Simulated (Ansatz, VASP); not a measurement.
Two plane-wave programs on BN

```
B N
1.0
     0.00000    1.79027    1.79027
     1.79027    0.00000    1.79027
     1.79027    1.79027    0.00000
B N
1 1
Direct
  0.00000 0.00000 0.00000
  0.25000 0.25000 0.25000
```

Alike in both runs: functional LDA; k mesh 12 × 12 × 12; occupations gaussian, width 0.02 eV; no spin polarisation.

Ansatz relaxed the structure, and its values are those at the end. VASP's run is a single point on that final structure, the one shown.

|  | VASP | Ansatz |
| --- | --- | --- |
| version | VASP 6.6.1 | Ansatz 0.2.0 |
| potentials or method | VASP PAW LDA potentials, release 64 (B, N), cutoff 600 eV | scalar-relativistic, plane waves, PAW |
| valence electrons in the cell | 8 | 8 |

Ansatz gave:

```
gap on the k mesh at the Fermi level (eV) : 4.39
least direct gap on the mesh (eV)         : 8.83
pressure (GPa)                            : 0.0
```

**Question.** Which values does VASP return?

**Answer.** gap on the k mesh at the Fermi level (eV): 4.38; least direct gap on the mesh (eV): 8.82; pressure (GPa): 0.8.

LDA's correlation is that of Perdew and Zunger in VASP and of Perdew and Wang (1992) in Ansatz.
